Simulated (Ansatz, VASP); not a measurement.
## Os: VASP beside Ansatz

Contents of INCAR:

```
SYSTEM = Os
ALGO = Fast
EDIFF = 1E-7
ENCUT = 520
GGA = PE
ISIF = 2
ISMEAR = -1
LASPH = .True.
LCHARG = .False.
LREAL = .False.
LWAVE = .False.
NBANDS = 10
NELM = 80
PREC = Accurate
SIGMA = 0.27211386245988
```

Contents of KPOINTS:

```
k-points
0
Gamma
  10 10 10
  0 0 0
```

The input POSCAR:

```
Os
1.0
    0.0000000000      1.9220413878      1.9220413878
    1.9220413878      0.0000000000      1.9220413878
    1.9220413878      1.9220413878      0.0000000000
Os
1
Direct
    0.0000000000      0.0000000000      0.0000000000
```

Input for Ansatz:

```yaml
crystal:
  lattice:
    - [0.0, 1.9220413878, 1.9220413878]
    - [1.9220413878, 0.0, 1.9220413878]
    - [1.9220413878, 1.9220413878, 0.0]
  atoms:
    - { symbol: Os, position: [0.0, 0.0, 0.0] }
basis:
  ecutwfc: 420
kpoints:
  mp_grid: { grid: [10, 10, 10] }
hamiltonian:
  xc: pbe
scf:
  occupations: { method: fermi_dirac, width: "0.02 Ry" }
  mixing: { ndim: 1 }
  max_iter: 90
output:
  forces: true
  stress: true
  eigenvalues: true
```

Alike in both runs: task single point; functional PBE; k mesh 10 × 10 × 10; no spin polarisation.

```csv
,VASP,Ansatz
version,VASP 6.6.1,Ansatz 0.2.0
potentials or method,"VASP PAW PBE potentials, release 64 (Os), cutoff 520 eV","scalar-relativistic, plane waves, PAW"
occupations,"fermi-dirac, width 0.272114 eV",fermi-dirac
valence electrons in the cell,8,16
```

|  | VASP | Ansatz | Ansatz less VASP |
| --- | --- | --- | --- |
| gap on the k mesh at the Fermi level (eV) | none | none | - |
| pressure (GPa) | 6.0 | 5.9 | -0.05 |

A gap of «none» marks a metal or a gap that the smearing closes. VASP's potentials hold 8 valence electrons a cell and Ansatz's 16, so a difference there can come from the potentials and not from the codes.

Spin-orbit coupling is off throughout.
